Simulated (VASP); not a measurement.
# MgO: single point with r2SCAN

The system is MgO.

```
Mg O
1.0
     0.00000    2.07380    2.07380
     2.07380    0.00000    2.07380
     2.07380    2.07380    0.00000
Mg O
1 1
Direct
  0.00000 0.00000 0.00000
  0.50000 0.50000 0.50000
```

* Program: VASP 6.6.1
* Task: single point
* Functional: r2SCAN
* Potentials or basis: VASP PAW PBE potentials, release 64 (Mg_sv, O)
* Cutoff: 750 eV
* k mesh: 8 × 8 × 8
* Occupations: gaussian, width 0.05 eV
* Spin: no spin polarisation
* Dipole correction: no
* Mended: yes
* Further INCAR settings: ALGO = Normal; EDIFF = 1e-06; NBANDS = 15

| Property | Result |
| --- | --- |
| Pressure | 7.0 GPa |
| Band gap on the k mesh | 6.13 eV |

Levels at points of the mesh, in eV from the valence-band top:
```tsv
k point	band 4	band 5	band 6	band 7	band 8	band 9	band 10	band 11	band 12	band 13
(0.00, 0.00, 0.00)	-39.89	-18.43	0.00	0.00	0.00	6.13	17.14	17.14	17.14	21.38
(0.50, 0.00, 0.00)	-39.90	-17.03	-4.81	-0.73	-0.73	9.14	14.40	18.00	18.00	23.26
(0.50, 0.50, 0.00)	-39.92	-16.81	-4.26	-1.43	-1.43	10.11	11.70	14.84	21.21	21.21
```

Wall time 52 s on 1 thread of Intel(R) Xeon(R) Platinum 8259CL CPU @ 2.50GHz (Skylake/Cascade Lake) (shared host), peak memory 0.16 GiB.

Caveat: the cell stands under pressure; the PAW data sets were made with another functional, which shifts forces and pressure a little. r2SCAN opens gaps a little over a GGA but as a rule still falls short of measured ones.
